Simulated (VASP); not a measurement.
Ta5W3:

```xyz
16
Lattice="6.5390 0.0000 0.0000 0.0000 6.5390 0.0000 0.0000 0.0000 6.5390" Properties=species:S:1:pos:R:3 pbc="T T T"
Ta    6.5241    6.5140    6.5223
Ta    3.3210    0.0146    0.0176
Ta    6.5269    3.2693    6.5263
Ta    0.0102    0.0237    3.2769
Ta    3.2528    3.2547    0.0038
Ta    3.2587    6.5365    3.2367
Ta    6.5165    3.2672    3.2837
Ta    1.6397    1.6328    4.9278
Ta    3.2906    3.2585    3.2721
Ta    1.6421    4.9315    4.9031
W     1.6693    1.6294    1.6561
W     4.8917    1.6461    1.6191
W     1.6532    4.8558    1.6441
W     4.9014    4.9150    1.6243
W     4.8760    1.6270    4.8728
W     4.8797    4.9028    4.9229
```

| Item | Value |
| --- | --- |
| Program | VASP 6.6.1 |
| Task | relaxation of cell and atoms |
| Functional | PBE |
| Potentials or basis | VASP PAW PBE potentials, release 64 (Ta_pv, W_sv) |
| Cutoff | 600 eV |
| k mesh | 2 × 2 × 2, shifted |
| Occupations | gaussian, width 0.1 eV |
| Spin | no spin polarisation |

At the start: pressure 2.3 GPa; volume 17.48 Å³/atom.

Question: How do energy, volume and symmetry change on relaxing?

Answer: Over 28 steps the energy falls by 26.9 meV/atom and the volume is 17.64 Å³/atom (+1.0 %); space group Cm (No. 8, to 0.1 Å) before, C2/m (No. 12, to 0.1 Å).

Step by step:
| step | energy change (eV) | largest force (eV/Å) | pressure (GPa) | volume (Å³) |
| --- | --- | --- | --- | --- |
| 1 | 0.0000 | 0.9565 | 2.33 | 279.60 |
| 2 | -0.0986 | 0.3118 | -5.68 | 290.02 |
| 3 | -0.1505 | 0.5266 | -2.88 | 286.12 |
| 4 | -0.2463 | 0.3169 | 0.61 | 281.90 |
| 5 | -0.2543 | 0.1749 | -0.18 | 282.79 |
| 6 | -0.2632 | 0.1818 | 0.25 | 282.19 |
| 7 | -0.2696 | 0.2277 | 1.19 | 280.95 |
| 8 | -0.2725 | 0.2367 | 1.06 | 281.10 |
| 9 | -0.2797 | 0.2614 | 0.66 | 281.56 |
| 10 | -0.2852 | 0.2936 | -0.10 | 282.49 |
| 11 | -0.2921 | 0.3062 | -0.21 | 282.62 |
| 12 | -0.3112 | 0.3295 | -0.50 | 283.02 |
| 13 | -0.3326 | 0.3641 | -1.04 | 283.80 |
| 14 | -0.3457 | 0.3654 | -0.55 | 283.20 |
| 15 | -0.3597 | 0.3562 | 0.67 | 281.78 |
| 16 | -0.3762 | 0.3096 | 0.46 | 282.04 |
| 17 | -0.3984 | 0.2587 | -0.03 | 282.70 |
| 18 | -0.3988 | 0.2691 | -0.10 | 282.81 |
| 19 | -0.4106 | 0.2056 | -0.04 | 282.67 |
| 20 | -0.4244 | 0.1111 | 0.15 | 282.32 |
| 21 | -0.4245 | 0.1143 | 0.16 | 282.30 |
| 22 | -0.4273 | 0.0796 | -0.17 | 282.69 |
| 23 | -0.4281 | 0.0634 | -0.54 | 283.13 |
| 24 | -0.4294 | 0.0618 | -0.32 | 282.85 |
| 25 | -0.4300 | 0.0634 | 0.00 | 282.45 |
| 26 | -0.4300 | 0.0630 | -0.05 | 282.51 |
| 27 | -0.4303 | 0.0528 | -0.01 | 282.45 |
| 28 | -0.4308 | 0.0258 | 0.14 | 282.28 |

Final structure:
```
CELL_PARAMETERS angstrom
6.55883 -0.05137 0.04636
-0.04949 6.56002 0.06653
0.04807 0.06914 6.56222
ATOMIC_POSITIONS crystal
Ta 0.99194 0.99895 0.00749
Ta 0.50594 0.99918 0.00609
Ta 0.99637 0.50008 0.00312
Ta 0.99397 0.00011 0.49414
Ta 0.50541 0.49975 0.00496
Ta 0.50829 0.00047 0.49251
Ta 0.99455 0.49977 0.49479
Ta 0.23883 0.22981 0.76311
Ta 0.50368 0.49916 0.49673
Ta 0.26108 0.76946 0.73685
W 0.25471 0.25731 0.23876
W 0.74547 0.24828 0.25477
W 0.24545 0.74194 0.26124
W 0.75462 0.75120 0.24514
W 0.75905 0.25657 0.74483
W 0.74108 0.74288 0.75510
```

Caveat: the k points lie up to 0.48 Å⁻¹ apart in the final cell.
